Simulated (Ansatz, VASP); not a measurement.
**ScAl3N4 in VASP and in Ansatz**

```
Sc Al N
1.0
     0.00000    0.00000   -4.99729
     3.23760    5.60769    0.00000
     3.20912   -5.59125    0.00000
Sc Al N
2 6 8
Direct
  0.01150 0.16123 0.32246
  0.51150 0.33877 0.67754
  0.00244 0.16401 0.83494
  0.00568 0.66528 0.33056
  0.00244 0.67093 0.83494
  0.50244 0.33599 0.16506
  0.50568 0.83472 0.66944
  0.50244 0.82907 0.16506
  0.58777 0.15897 0.31794
  0.62466 0.15468 0.84509
  0.62086 0.66757 0.33515
  0.62466 0.69041 0.84509
  0.08777 0.34103 0.68206
  0.12466 0.34532 0.15491
  0.12086 0.83243 0.66485
  0.12466 0.80959 0.15491
```

Alike in both runs: functional PBEsol; k mesh 6 × 4 × 4; occupations gaussian, width 0.02 eV; no spin polarisation.

Ansatz relaxed the structure, and its values are those at the end. VASP's run is a single point on that final structure, the one shown.

```csv
,VASP,Ansatz
version,VASP 6.6.1,Ansatz 0.2.0
potentials or method,"VASP PAW PBE potentials, release 64 (Sc_sv, Al, N), cutoff 520 eV","scalar-relativistic, plane waves, PAW"
valence electrons in the cell,80,80
```

```tsv
	VASP	Ansatz	Ansatz less VASP
gap on the k mesh at the Fermi level (eV)	3.61	3.61	+0.007
least direct gap on the mesh (eV)	3.67	3.68	+0.009
pressure (GPa)	0.2	0.0	-0.22
rms of the force components (eV/Å)	0.019	0.001	-0.0176
```

VASP's potentials were made for PBE, not for PBEsol. The functional is the same, so the differences come from potentials, cutoffs and numerics.
